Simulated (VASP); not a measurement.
Input of a VASP 6.6.1 run:

Contents of POSCAR:

```
NaH
1.0
    0.0000000000      2.3857107064      2.2020109820
    2.3857107064      0.0000000000      2.2020109820
    2.3857107064      2.3857107064      0.0000000000
Na H
1 1
Direct
    0.0000000000      0.0000000000      0.0000000000
    0.5000000000      0.5000000000      0.5000000000
```

INCAR.step1

```
  PREC = Accurate
  ENCUT = 520
  ISMEAR = -1
  SIGMA = 0.2
  LREAL = False
  LASPH = True
  NELM = 60
  NBANDS = 11
  GGA = PE
  ALGO = Normal
  EDIFF = 1E-4
  LWAVE = True
  LCHARG = False
```

INCAR.step2

```
  PREC = Accurate
  ENCUT = 520
  EDIFF = 1E-6
  ISMEAR = -1
  SIGMA = 0.2
  LREAL = False
  LASPH = True
  NELM = 60
  ALGO = Normal
  ISIF = 2
  LWAVE = False
  LCHARG = True
  METAGGA = R2SCAN
  LMIXTAU = True
  LELF = True
  LVHAR = True
  NBANDS = 11
  ISTART = 1
```

The input KPOINTS:

```
Automatic mesh
0
Gamma
  10 10 10
```

Potentials or basis: VASP PAW PBE potentials, release 64 (Na_pv, H).

Launch:

```console
$ cat potpaw_PBE.64/Na_pv/POTCAR potpaw_PBE.64/H/POTCAR > POTCAR
$ cp INCAR.step1 INCAR
$ mpirun -np 1 vasp_std > vasp.out
$ cp INCAR.step2 INCAR
$ mpirun -np 1 vasp_std > vasp.out
```

Problem. Predict the band gap on the k mesh.

Solution. 4.54 eV, indirect (least direct gap 5.45 eV).

Problem. What does it give for the pressure?

Solution. 2.8 GPa.

Stress tensor (GPa, compression positive):
```
1.21 0.00 0.00
0.00 1.21 0.00
0.00 0.00 6.12
```

Caveat: the PAW data sets were made with another functional, which shifts forces and pressure a little. A k mesh can miss the band edges.
